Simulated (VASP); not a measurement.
Runs of VASP 6.6.1 on BiB. The structure is that of space group Fm-3m (No. 225), or close to it. The cells are those of the table. 

| task | level | cell | k mesh | cutoff (eV) | gap on the mesh (eV) | pressure (GPa) | relaxed volume (Å³/atom) |
| --- | --- | --- | --- | --- | --- | --- | --- |
| single point | r2SCAN+rVV10 | a = 3.700 Å, angles 60.0°, 2 atoms | 10 × 10 × 10 | 520 | none | (a) | - |
| single point | PBEsol | a = 3.681 Å, angles 60.0°, 2 atoms | 8 × 8 × 8 | 520 | none | 0.0 | - |
| relaxation of cell and atoms | PBEsol | relaxed from a = 3.508 Å, angles 60.0°, 2 atoms | 8 × 8 × 8 | 600 | none | 0.1 | 17.63 |
| relaxation of cell and atoms | r2SCAN+rVV10 | relaxed from a = 3.681 Å, angles 60.0°, 2 atoms | 8 × 8 × 8 | 600 | none | 0.0 | 17.98 |
| single point | r2SCAN+rVV10 | a = 3.700 Å, angles 60.0°, 2 atoms | 8 × 8 × 8 | 520 | none | 0.3 | - |

Alike in all rows: potentials or basis VASP PAW PBE potentials, release 64 (B, Bi_d); no spin polarisation; smearing fermi-dirac 0.03 eV.

Problem. Fill in the values left out.

Solution. (a) 0.4.

Caveats: the PAW data sets were made with another functional, which shifts forces and pressure a little; spin-orbit coupling is left out, which moves the levels of the heavy elements; the volume moved by over 15 % at a fixed basis, so the end points are rough (at least some runs).

A k mesh can miss the band edges, and the runs leave out spin-orbit coupling on Bi.

A gap of «none» marks levels without a gap at the run's occupations.
